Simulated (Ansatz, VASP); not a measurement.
## Co in VASP and in Ansatz

INCAR

```
PREC = Accurate
ENCUT = 520
EDIFF = 1E-6
ISMEAR = -1
SIGMA = 0.05
LREAL = False
LASPH = True
NELM = 150
ALGO = Normal
ISIF = 2
LWAVE = False
LCHARG = True
ISPIN = 2
MAGMOM = 3 -3
LORBIT = 11
LMAXMIX = 4
LDAU = True
LDAUTYPE = 2
LDAUL = 2
LDAUU = 2.7
LDAUJ = 0
LDAUPRINT = 1
GGA = PE
LELF = True
LVHAR = True
NBANDS = 20
```

File KPOINTS:

```
regular mesh
0
Gamma
  6 12 12
```

File POSCAR:

```
Co
1.0
    0.0000000000      3.5890000000      3.5890000000
    1.7945000000      0.0000000000      1.7945000000
    1.7945000000      1.7945000000      0.0000000000
Co
2
Direct
    0.0000000000      0.0000000000      0.0000000000
    0.5000000000      0.0000000000      0.0000000000
```

Input for Ansatz:

```yaml
crystal:
  lattice:
    - [0.0, 3.589, 3.589]
    - [1.7945, 0.0, 1.7945]
    - [1.7945, 1.7945, 0.0]
  atoms:
    - { symbol: Co, position: [0.0, 0.0, 0.0], spin: 3.0 }
    - { symbol: Co, position: [0.5, 0.0, 0.0], spin: -3.0 }
magnetization:
  spin_polarized: true
hamiltonian:
  xc: pbe
  pseudopotentials: { kind: paw }
  hubbard: { sites: [{ species: Co, l: d, u_eff: 2.7 }] }
basis:
  ecutwfc: 420
kpoints:
  mp_grid: { grid: [6, 12, 12] }
scf:
  occupations: { method: fermi_dirac, width: 0.05 }
  lower_state_search: "off"
output:
  forces: true
  stress: true
```

Alike in both runs: task single point; functional PBE; k mesh 6 × 12 × 12; occupations fermi-dirac, width 0.05 eV; collinear spin; Hubbard terms Co d U = 2.7 eV.

|  | VASP | Ansatz |
| --- | --- | --- |
| version | VASP 6.6.1 | Ansatz 0.2.0 |
| potentials or method | VASP PAW PBE potentials, release 64 (Co), cutoff 520 eV | PAW, plane waves, scalar-relativistic |
| valence electrons in the cell | 18 | 34 |

VASP gave:

| Item | Value |
| --- | --- |
| pressure (GPa) | -0.6 |
| traceless stress, the component that is largest in VASP (GPa) | -10.06 |
| net moment per atom (μB) | 0.00 |
| size of the moment on the site where the two differ most (μB) | 1.95 |

Q: Which values does Ansatz return?

A: Pressure (GPa): 2.7; traceless stress, the component that is largest in VASP (GPa): -9.59; net moment per atom (μB): 0.00; size of the moment on the site where the two differ most (μB): 1.88.

Site moments also hang on the region over which each program counts them. The programs project onto different local orbitals, so the same U acts differently, and such runs can settle in different states. VASP's potentials hold 18 valence electrons a cell and Ansatz's 34, so a difference there can come from the potentials and not from the codes. Ansatz's warnings: filled band counts differ across k points.
